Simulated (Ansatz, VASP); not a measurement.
# Two plane-wave programs on B

The input INCAR:

```
  PREC = Accurate
  ENCUT = 520
  EDIFF = 1E-6
  ISMEAR = -1
  SIGMA = 0.1
  LREAL = False
  LASPH = True
  NELM = 60
  ALGO = Normal
  ISIF = 2
  LWAVE = False
  LCHARG = False
  GGA = PS
  NBANDS = 8
```

Contents of KPOINTS:

```
regular mesh
0
Gamma
  19 19 19
```

File POSCAR:

```
B
1.0
    1.8762912287      0.0000000000      0.0000000000
    0.0000000000      1.8762912287      0.0000000000
    0.0000000000      0.0000000000      1.8762912287
B
1
Direct
    0.0000000000      0.0000000000      0.0000000000
```

Input for Ansatz:

```yaml
crystal:
  lattice:
    - [1.8762912287, 0.0, 0.0]
    - [0.0, 1.8762912287, 0.0]
    - [0.0, 0.0, 1.8762912287]
  atoms:
    - { symbol: B, position: [0.0, 0.0, 0.0] }
hamiltonian:
  xc: pbesol
  pseudopotentials:
    kind: paw
    azcp:
      B: "pseudopotentials/B.paw.azcp"
basis:
  ecutwfc: 420
  fft_grid_basis: typed
kpoints:
  mp_grid: { grid: [19, 19, 19], shift: [0, 0, 0] }
magnetization:
  spin_polarized: false
scf:
  occupations: { method: fermi_dirac, width: 0.1 }
  lower_state_search: "off"
output:
  stress: true
  write_density: true
  write_potential: true
  elf: true
  volumetric_format: npy
```

Alike in both runs: task single point; functional PBEsol; k mesh 19 × 19 × 19; occupations fermi-dirac, width 0.1 eV; no spin polarisation.

|  | VASP | Ansatz |
| --- | --- | --- |
| version | VASP 6.6.1 | Ansatz 0.2.0 |
| potentials or method | VASP PAW PBE potentials, release 64 (B), cutoff 520 eV | plane waves (420 eV) with PAW, scalar-relativistic |
| valence electrons in the cell | 3 | 3 |

```csv
,VASP,Ansatz,Ansatz less VASP
pressure (GPa),0.6,0.2,-0.32
```

VASP's potentials were made for PBE, not for PBEsol, and Ansatz warns of the same on its side. The functional is the same, so the differences come from potentials, cutoffs and numerics.
